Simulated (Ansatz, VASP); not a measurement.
BAs: VASP beside Ansatz

```
B As
1.0
     1.50290    0.86770    6.79075
    -1.50290    0.86770    6.79075
     0.00000   -1.73540    6.79075
B As
2 2
Direct
  0.16732 0.16732 0.16732
  0.83268 0.83268 0.83268
  0.40330 0.40330 0.40330
  0.59670 0.59670 0.59670
```

Alike in both runs: functional PBE; k mesh 18 × 18 × 18; occupations gaussian, width 0.1 eV; no spin polarisation.

Ansatz relaxed the structure, and its values are those at the end. VASP's run is a single point on that final structure, the one shown.

|  | VASP | Ansatz |
| --- | --- | --- |
| version | VASP 6.6.1 | Ansatz 0.2.0 |
| potentials or method | VASP PAW PBE potentials, release 64 (B, As), cutoff 520 eV | scalar-relativistic, plane waves, PAW |
| valence electrons in the cell | 16 | 36 |

VASP gave:

| Item | Value |
| --- | --- |
| gap on the k mesh at the Fermi level (eV) | none |
| pressure (GPa) | 0.1 |
| rms of the force components (eV/Å) | 0.004 |

**Question.** Which values does Ansatz return?

**Answer.** gap on the k mesh at the Fermi level (eV): none; pressure (GPa): 0.0; rms of the force components (eV/Å): 0.000.

A gap of «none» marks a metal or a gap that the smearing closes. VASP's potentials hold 16 valence electrons a cell and Ansatz's 36, so a difference there can come from the potentials and not from the codes.
